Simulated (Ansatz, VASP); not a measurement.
# One calculation of TiPt3, two programs

INCAR

```
  PREC = Accurate
  ENCUT = 520
  EDIFF = 1E-7
  ISMEAR = -1
  SIGMA = 0.05
  LREAL = False
  LASPH = True
  NELM = 80
  ALGO = Normal
  ISIF = 2
  LWAVE = False
  LCHARG = False
  GGA = PS
  NBANDS = 29
```

The input KPOINTS:

```
Automatic mesh
0
Gamma
  9 9 9
```

The input POSCAR:

```
TiPt3
1.0
    3.8970000000      0.0194850000      0.0194850000
    0.0194850000      3.8970000000      0.0194850000
    0.0194850000      0.0194850000      3.8970000000
Ti Pt
1 3
Direct
    0.0000000000      0.0000000000      0.0000000000
    0.0000000000      0.5000000000      0.5000000000
    0.5000000000      0.0000000000      0.5000000000
    0.5000000000      0.5000000000      0.0000000000
```

Input for Ansatz:

```yaml
crystal:
  lattice:
    - [3.897, 0.019485, 0.019485]
    - [0.019485, 3.897, 0.019485]
    - [0.019485, 0.019485, 3.897]
  atoms:
    - { symbol: Ti, position: [0.0, 0.0, 0.0] }
    - { symbol: Pt, position: [0.0, 0.5, 0.5] }
    - { symbol: Pt, position: [0.5, 0.0, 0.5] }
    - { symbol: Pt, position: [0.5, 0.5, 0.0] }
kpoints:
  mp_grid: { grid: [9, 9, 9] }
  band_path:
    path:
      - [0.0, 0.0, 0.0]
      - [0.5, 0.5, 0.5]
      - [0.5098274679, 0.4901725321, 0.5]
      - [0.5, -0.4901725321, 0.4901725321]
      - [0.5, 0.0, 0.0]
      - [0.0, 0.0, 0.0]
      - [0.4950862661, -0.4950862661, 0.0]
      - [0.5049137339, 0.0, 0.4950862661]
      - [0.5, 0.0, 0.5]
    npoints: 5
scf:
  occupations: { method: fermi_dirac, width: 0.05 }
hamiltonian:
  xc: pbesol
  pseudopotentials: { kind: all_electron, lapw: { basis_error: 0.0005 } }
output:
  forces: true
  stress: true
  eigenvalues: true
```

Change from the starting cell: equal xy, yz and zx shear strains of +1 %.

Alike in both runs: task single point; functional PBEsol; k mesh 9 × 9 × 9; occupations fermi-dirac, width 0.05 eV; no spin polarisation.

```csv
,VASP,Ansatz
version,VASP 6.6.1,Ansatz 0.2.0
potentials or method,"VASP PAW PBE potentials, release 64 (Ti_sv, Pt), cutoff 520 eV","all-electron LAPW, scalar-relativistic"
```

|  | VASP | Ansatz | Ansatz less VASP |
| --- | --- | --- | --- |
| pressure (GPa) | 0.3 | 0.6 | +0.25 |
| traceless stress, the component that is largest in VASP (GPa) | -1.55 | -1.56 | -0.004 |

VASP's potentials were made for PBE, not for PBEsol. Ansatz ran all-electron here, and VASP with PAW potentials.

Neither program's run includes spin-orbit coupling.
